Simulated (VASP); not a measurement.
# BaErO4 (F-43m) in VASP: a series of runs, part 2 of 2

VASP 6.6.1.

## (3) Single point, PBE

File POSCAR:

```
BaErO4
1.0
    0.0000000000      3.3623043752      3.3623043752
    3.3623043752      0.0000000000      3.3623043752
    3.3623043752      3.3623043752      0.0000000000
Ba Er O
1 1 4
Direct
    0.7500000000      0.7500000000      0.7500000000
    0.0000000000      0.0000000000      0.0000000000
    0.3734178842      0.3734178842      0.3734178842
    0.8797463473      0.3734178842      0.3734178842
    0.3734178842      0.8797463473      0.3734178842
    0.3734178842      0.3734178842      0.8797463473
```

File INCAR.step1:

```
SYSTEM = BaErO4
ALGO     = Normal         ! electronic algorithm
EDIFF    = 1E-6           ! SCF threshold, eV
ENCUT    = 520            ! plane-wave cutoff, eV
GGA      = PE             ! functional
ISIF     = 2              ! what is computed and relaxed
ISMEAR   = 0              ! smearing method
LASPH    = .True.         ! aspherical terms in the spheres
LCHARG   = .True.         ! write CHGCAR
LMAXMIX  = 6              ! l up to which the mixer works
LREAL    = .False.        ! projectors in reciprocal space
LWAVE    = .False.        ! write WAVECAR
NBANDS   = 37             ! bands
NELM     = 100            ! most SCF steps
PREC     = Accurate       ! precision mode
SIGMA    = 0.1            ! smearing width, eV
```

File KPOINTS.step1:

```
k-points
0
Gamma
  10 10 10
  0 0 0
```

File INCAR.step2:

```
SYSTEM = BaErO4
ALGO     = Normal         ! electronic algorithm
EDIFF    = 1E-6           ! SCF threshold, eV
ENCUT    = 520            ! plane-wave cutoff, eV
GGA      = PE             ! functional
ICHARG   = 11             ! starting density
ISIF     = 2              ! what is computed and relaxed
ISMEAR   = -5             ! smearing method
LASPH    = .True.         ! aspherical terms in the spheres
LCHARG   = .False.        ! write CHGCAR
LMAXMIX  = 6              ! l up to which the mixer works
LORBIT   = 11             ! projections on sites
LREAL    = .False.        ! projectors in reciprocal space
LWAVE    = .False.        ! write WAVECAR
NBANDS   = 37             ! bands
NEDOS    = 1001           ! points of the DOS
NELM     = 100            ! most SCF steps
PREC     = Accurate       ! precision mode
SIGMA    = 0.1            ! smearing width, eV
```

File KPOINTS.step2:

```
k-points
0
Gamma
  15 15 15
  0 0 0
```

Potentials or basis: VASP PAW PBE potentials, release 64 (Ba_sv, Er, O).

Launch:

```bash
$ cat potpaw_PBE.64/Ba_sv/POTCAR potpaw_PBE.64/Er/POTCAR potpaw_PBE.64/O/POTCAR > POTCAR
$ cp INCAR.step1 INCAR
$ cp KPOINTS.step1 KPOINTS
$ mpirun -np 1 vasp_std > vasp.out
$ cp INCAR.step2 INCAR
$ cp KPOINTS.step2 KPOINTS
$ mpirun -np 1 vasp_std > vasp.out
```

OUTCAR:

```text
SYSTEM = BaErO4
   EDIFF = 1E-6
   ENCUT = 520
   GGA = PE
   ICHARG = 11
   ISIF = 2
   ISMEAR = -5
   LASPH = .True.
   LORBIT = 11
   LREAL = .False.
   NELM = 100
   PREC = Accurate

 ion  position               nearest neighbor table
   1  0.750  0.750  0.750-   5 2.79   6 2.79   4 2.79   6 2.79   4 2.79   5 2.79   3 2.79   3 2.79
                             3 2.79   4 2.79   5 2.79   6 2.79   2 2.91   2 2.91   2 2.91   2 2.91
   2  0.000  0.000  0.000-   4 2.78   5 2.78   6 2.78   3 2.78   3 2.78   3 2.78   4 2.78   4 2.78
                             6 2.78   5 2.78   5 2.78   6 2.78   1 2.91   1 2.91   1 2.91   1 2.91
   3  0.373  0.373  0.373-   2 2.78   2 2.78   2 2.78   1 2.79   1 2.79   1 2.79
   4  0.880  0.373  0.373-   2 2.78   2 2.78   2 2.78   1 2.79   1 2.79   1 2.79
   5  0.373  0.880  0.373-   2 2.78   2 2.78   2 2.78   1 2.79   1 2.79   1 2.79
   6  0.373  0.373  0.880-   2 2.78   2 2.78   2 2.78   1 2.79   1 2.79   1 2.79

  LATTYP: Found a face centered cubic cell.
 ALAT       =     6.7246087504

  Lattice vectors:

 A1 = (   0.0000000000,   3.3623043752,   3.3623043752)
 A2 = (   3.3623043752,   0.0000000000,   3.3623043752)
 A3 = (   3.3623043752,   3.3623043752,   0.0000000000)

Analysis of symmetry for initial positions (statically):
=====================================================================
 Subroutine PRICEL returns:
 Original cell was already a primitive cell.

 Routine SETGRP: Setting up the symmetry group for a
 face centered cubic supercell.

 Subroutine GETGRP returns: Found 24 space group operations
 (whereof 24 operations were pure point group operations)
 out of a pool of 48 trial point group operations.

The static configuration has the point symmetry T_d .

Analysis of symmetry for dynamics (positions and initial velocities):
=====================================================================
 Subroutine PRICEL returns:
 Original cell was already a primitive cell.

 Routine SETGRP: Setting up the symmetry group for a
 face centered cubic supercell.

[... 150 lines left out ...]

 number of electron      55.9999990 magnetization

 Free energy of the ion-electron system (eV)
  ---------------------------------------------------
  ext. energy  EPLUGINS =         0.00000000
  ---------------------------------------------------
  free energy    TOTEN  =       -28.86803563 eV

  energy without entropy =      -28.86803563  energy(sigma->0) =      -28.86803563

 E-fermi :   3.8367     XC(G=0): -11.6825

 val. band max:        3.8377903878   @ k =   0.2000   0.0667   0.0000
 cond. band min:       3.8370087314   @ k =  -0.2667   0.4667   0.2000
 fundamental gap:     -0.0007816564
 Fermi energy:         3.8366789339

 k-point     1 :       0.0000    0.0000    0.0000
  band No.  band energies     occupation
      1     -44.4696      2.00000
      2     -23.2664      2.00000
      3     -18.9425      2.00000
      4     -18.9425      2.00000
      5     -18.9425      2.00000
      6     -14.8060      2.00000
[... 949 lines left out ...]
     36       9.5072      0.00000
     37       9.6339      0.00000

 [... further k-points ...]

------------------------ aborting loop because EDIFF is reached ----------------------------------------

  FORCE on cell =-STRESS in cart. coord.  units (eV):
  Direction    XX          YY          ZZ          XY          YZ          ZX
  --------------------------------------------------------------------------------------
  -------------------------------------------------------------------------------------
  Total      -12.6350037    -12.6350037    -12.6350037      0.0000000      0.0000000      0.0000000
  in kB     -266.2838836   -266.2838836   -266.2838836      0.0000000      0.0000000      0.0000000
  external PRESSURE =    -266.2838836 kB  Pullay stress =       0.0000000 kB

 VOLUME and BASIS-vectors are now :
 -----------------------------------------------------------------------------
  energy-cutoff  :      520.00
  volume of cell :       76.02
      direct lattice vectors                 reciprocal lattice vectors
     0.000000000  3.362304375  3.362304375    -0.148707536  0.148707536  0.148707536
     3.362304375  0.000000000  3.362304375     0.148707536 -0.148707536  0.148707536
     3.362304375  3.362304375  0.000000000     0.148707536  0.148707536 -0.148707536

 POSITION                                       TOTAL-FORCE (eV/Angst)
 -----------------------------------------------------------------------------------
      5.04346      5.04346      5.04346        -0.000000     -0.000000     -0.000000
      0.00000      0.00000      0.00000        -0.000000     -0.000000     -0.000000
      2.51109      2.51109      2.51109         0.019349      0.019349      0.019349
      2.51109      4.21352      4.21352         0.019349     -0.019349     -0.019349
      4.21352      2.51109      4.21352        -0.019349      0.019349     -0.019349
      4.21352      4.21352      2.51109        -0.019349     -0.019349      0.019349
 -----------------------------------------------------------------------------------
    total drift:                                0.000001      0.000001      0.000001

  FREE ENERGIE OF THE ION-ELECTRON SYSTEM (eV)
  ---------------------------------------------------
  free  energy   TOTEN  =       -28.8680356340 eV

  energy  without entropy=      -28.8680356340  energy(sigma->0) =      -28.86803563

 total charge

# of ion       s       p       d       f       tot
--------------------------------------------------
    1        2.018   5.605   0.531   0.000   8.154
    2        2.037   5.782   0.311  11.722  19.852
    3        1.610   3.147   0.000   0.000   4.757
    4        1.610   3.147   0.000   0.000   4.757
    5        1.610   3.147   0.000   0.000   4.757
    6        1.610   3.147   0.000   0.000   4.757
--------------------------------------------------
tot         10.497  23.975   0.842  11.722  47.036
```

OUTCAR.step1:

```text
SYSTEM = BaErO4
   EDIFF = 1E-6
   ENCUT = 520
   GGA = PE
   ISIF = 2
[... 1199 lines left out ...]
      2.51109      2.51109      2.51109         0.028909      0.028909      0.028909
      2.51109      4.21352      4.21352         0.028909     -0.028909     -0.028909
      4.21352      2.51109      4.21352        -0.028909      0.028909     -0.028909
      4.21352      4.21352      2.51109        -0.028909     -0.028909      0.028909
 -----------------------------------------------------------------------------------
    total drift:                                0.000002      0.000002      0.000002

  FREE ENERGIE OF THE ION-ELECTRON SYSTEM (eV)
  ---------------------------------------------------
  free  energy   TOTEN  =       -28.9666577235 eV

  energy  without entropy=      -28.7769281751  energy(sigma->0) =      -28.87179295
```

Wall time 30 min (1 thread of Oxide Virtual Turin-like, shared host); peak memory 0.43 GiB.

Results:

* Valence electrons inside the program's atomic spheres: Ba 8.15; Er 19.85; O 4.76

Levels at points of the mesh, in eV from the Fermi level:
| k point | band 25 | band 26 | band 27 | band 28 | band 29 | band 30 | band 31 | band 32 |
| --- | --- | --- | --- | --- | --- | --- | --- | --- |
| (0.00, 0.00, 0.00) | -0.11 | 0.09 | 0.09 | 0.09 | 0.62 | 0.62 | 0.62 | 4.22 |

Caveat: spin-orbit coupling is left out, which moves the levels of the heavy elements; the run has no spin polarisation, though such a crystal can be magnetic; semilocal functionals describe open f shells poorly, which spoils levels, moments and volumes; tetrahedron occupations give inexact forces and stress in metals. Spin polarisation is off, so any magnetic state and its effect on volume and gap are missing.
